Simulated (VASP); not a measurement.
Runs of VASP 6.6.1 on KF. The structure is that of space group Fm-3m (No. 225), or close to it. The cells are those of the table. 

```csv
cell,gap on the mesh (eV),pressure (GPa)
"a = 3.670 Å, angles 62.1°, 2 atoms",5.96,(c)
"a = 3.746 Å, angles 60.0°, 2 atoms",5.92,(d)
"a = 3.670 Å, angles 60.7°, 2 atoms",6.16,-1.1
"a = 3.730 Å, angles 58.6°, 2 atoms",6.15,-1.1
"a = 3.553 Å, angles 60.7°, 2 atoms",(a),3.7
"a = 3.632 Å, angles 60.0°, 2 atoms",(b),1.0
"a = 3.727 Å, angles 60.0°, 2 atoms",6.00,-2.2
"a = 3.651 Å, angles 60.7°, 2 atoms",6.24,-0.5
```

Alike in all rows: task single point; level LDA; potentials or basis VASP PAW LDA potentials, release 64 (K_sv, F); no spin polarisation; k mesh 8 × 8 × 8; cutoff (eV) 520; smearing gaussian 0.05 eV.

Fill in the values left out.

(a) 6.73; (b) 6.44; (c) -2.3; (d) -2.7.

A k mesh can miss the band edges.
